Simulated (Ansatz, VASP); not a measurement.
# Hg: VASP beside Ansatz

```
Hg
1.0
     3.42261    0.00000    0.00000
    -1.71130    2.96406    0.00000
     0.00000    0.00000    5.47256
Hg
2
Direct
  0.33333 0.66667 0.25000
  0.66667 0.33333 0.75000
```

Alike in both runs: functional r2SCAN; k mesh 11 × 11 × 6; occupations fermi-dirac, width 0.1 eV; no spin polarisation.

Ansatz relaxed the structure, and its values are those at the end. VASP's run is a single point on that final structure, the one shown.

|  | VASP | Ansatz |
| --- | --- | --- |
| version | VASP 6.6.1 | Ansatz 0.2.0 |
| potentials or method | VASP PAW PBE potentials, release 64 (Hg), cutoff 520 eV | plane waves (500 eV) with PAW, scalar-relativistic |
| valence electrons in the cell | 24 | 40 |

```csv
,VASP,Ansatz,Ansatz less VASP
pressure (GPa),0.2,0.0,-0.17
```

VASP's potentials were made for PBE, not for r2SCAN. VASP's potentials hold 24 valence electrons a cell and Ansatz's 40, so a difference there can come from the potentials and not from the codes.

Neither program's run includes spin-orbit coupling.
